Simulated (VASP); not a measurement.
# SrPrI (P4/mmm) in VASP: notebook, part 3 of 3

VASP 6.6.1.

### Step 6. Relaxation of cell and atoms, PBE

This run uses another cell than the first one, of 51.94 Å³/atom.

INCAR reads:

```
SYSTEM = SrPrI
  ALGO = Normal
  EDIFF = 1E-7
  EDIFFG = -0.01
  ENCUT = 500
  GGA = PE
  GGA_COMPAT = .FALSE.
  IBRION = 2
  ISIF = 3
  ISMEAR = 0
  LASPH = .TRUE.
  LCHARG = .FALSE.
  LMAXMIX = 6
  LREAL = .FALSE.
  LWAVE = .FALSE.
  NELM = 200
  NELMIN = 4
  NSW = 100
  PREC = Accurate
  SIGMA = 0.1
```

KPOINTS reads:

```
k-points
0
G
  10 10 6
  0 0 0
```

POSCAR reads:

```
SrPrI
1.0
    4.4987204508      0.0000000000      0.0000000000
    0.0000000000      4.4987204508      0.0000000000
    0.0000000000      0.0000000000      7.6991217517
Sr Pr I
1 1 1
Direct
    0.5000000000      0.5000000000      0.0000000000
    0.5000000000      0.5000000000      0.5000000000
    0.0000000000      0.0000000000      0.0000000000
```

Potentials or basis: VASP PAW PBE potentials, release 64 (Sr_sv, Pr_3, I), 4f in core.

On the command line:

```
$ cat potpaw_PBE.64/Sr_sv/POTCAR potpaw_PBE.64/Pr_3/POTCAR potpaw_PBE.64/I/POTCAR > POTCAR
$ mpirun -np 1 vasp_std > vasp.out
```

OUTCAR:

```text
SYSTEM = SrPrI
   EDIFF = 1E-7
   EDIFFG = -0.01
   ENCUT = 500
   GGA = PE
   IBRION = 2
   ISIF = 3
   ISMEAR = 0
   LASPH = .TRUE.
   LREAL = .FALSE.
   NELM = 200
   NELMIN = 4
   NSW = 100
   PREC = Accurate

 ion  position               nearest neighbor table
   1  0.500  0.500  0.000-   3 3.18   3 3.18   3 3.18   3 3.18   2 3.85   2 3.85
   2  0.500  0.500  0.500-   1 3.85   1 3.85
   3  0.000  0.000  0.000-   1 3.18   1 3.18   1 3.18   1 3.18

  LATTYP: Found a simple tetragonal cell.
 ALAT       =     4.4987204508
 C/A-ratio  =     1.7114025723

  Lattice vectors:

 A1 = (   4.4987204508,   0.0000000000,   0.0000000000)
 A2 = (   0.0000000000,   4.4987204508,   0.0000000000)
 A3 = (   0.0000000000,   0.0000000000,   7.6991217517)

Analysis of symmetry for initial positions (statically):
=====================================================================
 Subroutine PRICEL returns:
 Original cell was already a primitive cell.

 Routine SETGRP: Setting up the symmetry group for a
 simple tetragonal supercell.

 Subroutine GETGRP returns: Found 16 space group operations
 (whereof 16 operations were pure point group operations)
 out of a pool of 16 trial point group operations.

The static configuration has the point symmetry D_4h.

Analysis of symmetry for dynamics (positions and initial velocities):
=====================================================================
 Subroutine PRICEL returns:
 Original cell was already a primitive cell.

 Routine SETGRP: Setting up the symmetry group for a
 simple tetragonal supercell.

 Subroutine GETGRP returns: Found 16 space group operations
 (whereof 16 operations were pure point group operations)
 out of a pool of 16 trial point group operations.

The dynamic configuration has the point symmetry D_4h.

 Subroutine INISYM returns: Found 16 space group operations
[... 121 lines left out ...]
  Fermi-wavevector in a.u.,A,eV,Ry     =   0.923821  1.745768 11.611824  0.853445
  Thomas-Fermi vector in A             =   2.049499
   LORBIT       =      0    0 simple, 1 ext, 2 COOP (PROOUT), +10 PAW based schemes
   GGA     = PE    functional components
   LHFCALC =     F    Hartree Fock is set to
   AEXX    =    0.0000 exact exchange contribution
   IVDW    =     0    specifies the selected vdW correction
   LEPSILON=     F    determine dielectric tensor
   LRPA    =     F    only Hartree local field effects (RPA)
 conjugate gradient relaxation of ions
 non-spin polarized calculation
 Gauss-broadening in eV      SIGMA  =   0.10
  energy-cutoff  :      500.00
  volume of cell :      155.82
 maximum number of plane-waves:      3980
 NGX is ok and might be reduce to    36
   NGX = 17   NGY = 17   NGZ = 29

--------------------------------------- Ionic step        1  -------------------------------------------

 number of electron      28.0000000 magnetization

 Free energy of the ion-electron system (eV)
  ---------------------------------------------------
  ext. energy  EPLUGINS =         0.00000000
  ---------------------------------------------------
  free energy    TOTEN  =        -7.68993732 eV

  energy without entropy =       -7.65071563  energy(sigma->0) =       -7.67032647

------------------------ aborting loop because EDIFF is reached ----------------------------------------

  FORCE on cell =-STRESS in cart. coord.  units (eV):
  Direction    XX          YY          ZZ          XY          YZ          ZX
  --------------------------------------------------------------------------------------
  -------------------------------------------------------------------------------------
  Total        0.1724080      0.1724080      0.0765599      0.0000000     -0.0000000      0.0000000
  in kB        1.7727548      1.7727548      0.7872134      0.0000000     -0.0000000      0.0000000
  external PRESSURE =       1.4442410 kB  Pullay stress =       0.0000000 kB
[... 135 lines left out ...]
--------------------------------------- Ionic step        5  -------------------------------------------

 number of electron      28.0000000 magnetization

 Free energy of the ion-electron system (eV)
  ---------------------------------------------------
  ext. energy  EPLUGINS =         0.00000000
  ---------------------------------------------------
  free energy    TOTEN  =        -7.69064003 eV

  energy without entropy =       -7.65119768  energy(sigma->0) =       -7.67091885

 E-fermi :   2.6094     XC(G=0):  -7.5498

 val. band max:        2.6064550365   @ k =   0.3000   0.2000   0.1667
 cond. band min:       2.6200033001   @ k =   0.5000   0.3000   0.1667
 fundamental gap:      0.0135482636
 Fermi energy:         2.6093745563

 k-point     1 :       0.0000    0.0000    0.0000
  band No.  band energies     occupation
      1     -35.1696      2.00000
      2     -34.0644      2.00000
      3     -17.0268      2.00000
      4     -17.0201      2.00000
      5     -17.0201      2.00000
      6     -16.1548      2.00000
[... 481 lines left out ...]
      5     -17.0180      2.00000
      6     -16.2183      2.00000
[... 10 lines left out ...]
     17       3.4132      0.00000
     18       3.7783      0.00000

 [... further k-points ...]
[... 5 lines left out ...]
  --------------------------------------------------------------------------------------
  -------------------------------------------------------------------------------------
  Total       -0.0033054     -0.0033054      0.0201186      0.0000000     -0.0000000      0.0000000
  in kB       -0.0336724     -0.0336724      0.2049485      0.0000000     -0.0000000      0.0000000
  external PRESSURE =       0.0458679 kB  Pullay stress =       0.0000000 kB
[... 18 lines left out ...]
  FREE ENERGIE OF THE ION-ELECTRON SYSTEM (eV)
  ---------------------------------------------------
  free  energy   TOTEN  =        -7.6906400274 eV

  energy  without entropy=       -7.6511976815  energy(sigma->0) =       -7.67091885

 reached required accuracy - stopping structural energy minimisation
```

Run time: 15 min. Hardware: 1 thread of Intel Xeon Platinum 8488C (Sapphire Rapids), shared host; peak memory 0.48 GiB.

What came out:

| Item | Value |
| --- | --- |
| Free energy | -7.6906 eV |
| Relaxed volume | 52.43 Å³/atom |
| Relaxed cell | a = 4.515 Å, b = 4.515 Å, c = 7.716 Å, α = 90.00°, β = 90.00°, γ = 90.00° |
| Space group after relaxing (to 0.1 Å) | P4/mmm (No. 123) |
| Energy gained by relaxing | 0.2 meV/atom |
| Ionic steps | 5 |
| Pressure after relaxing | 0.0 GPa |
| Band gap on the k mesh | zero (bands 14 and 15 overlap by 0.86 eV) |

Step by step:
```csv
step,energy change (eV),largest force (eV/Å),pressure (GPa),volume (Å³)
1,0.0000,0.0000,0.14,155.82
2,-0.0006,0.0000,0.04,156.88
3,-0.0007,0.0000,0.00,157.24
4,-0.0007,0.0000,0.01,157.21
5,-0.0007,0.0000,0.00,157.28
```

Final structure:
```
Sr Pr I
1.0
     4.51483    0.00000    0.00000
     0.00000    4.51483    0.00000
     0.00000    0.00000    7.71582
Sr Pr I
1 1 1
Direct
  0.50000 0.50000 0.00000
  0.50000 0.50000 0.50000
  0.00000 0.00000 0.00000
```

Caveat: spin-orbit coupling is left out, which moves the levels of the heavy elements; the 4f electrons are frozen in the core, so they carry no moment and show no levels; the run has no spin polarisation, though such a crystal can be magnetic.

### Step 7. Summary

```tsv
task	cell	k mesh	gap on the mesh (eV)	pressure (GPa)	relaxed volume (Å³/atom)
single point	a = 4.529, b = 4.529, c = 5.935 Å, 3 atoms	4 × 4 × 4	none	2.8	-
single point	a = 4.499, b = 4.499, c = 7.699 Å, 3 atoms	4 × 4 × 4	none	0.1	-
relaxation of cell and atoms	relaxed from a = 4.529, b = 4.529, c = 5.935 Å, 3 atoms	4 × 4 × 4	none	0.0	52.67
single point	a = 4.511, b = 4.511, c = 7.710 Å, 3 atoms	10 × 10 × 6	none	0.0	-
relaxation of cell and atoms	relaxed from a = 4.499, b = 4.499, c = 7.699 Å, 3 atoms	10 × 10 × 6	none	0.0	52.43
```

Alike in all rows: level PBE; potentials or basis VASP PAW PBE potentials, release 64 (Sr_sv, Pr_3, I), 4f in core; no spin polarisation; cutoff (eV) 500; smearing gaussian 0.1 eV.

Caveats: spin-orbit coupling is left out, which moves the levels of the heavy elements; the 4f electrons are frozen in the core, so they carry no moment and show no levels; the run has no spin polarisation, though such a crystal can be magnetic; the stress differs along the axes, from -1 to 10 GPa (at least some runs); the volume moved by over 15 % at a fixed basis, so the end points are rough (at least some runs).

Absolute energies hang on the potentials; compare differences alone.

The gap in the log of VASP goes by the Fermi energy; the results here count the filled bands.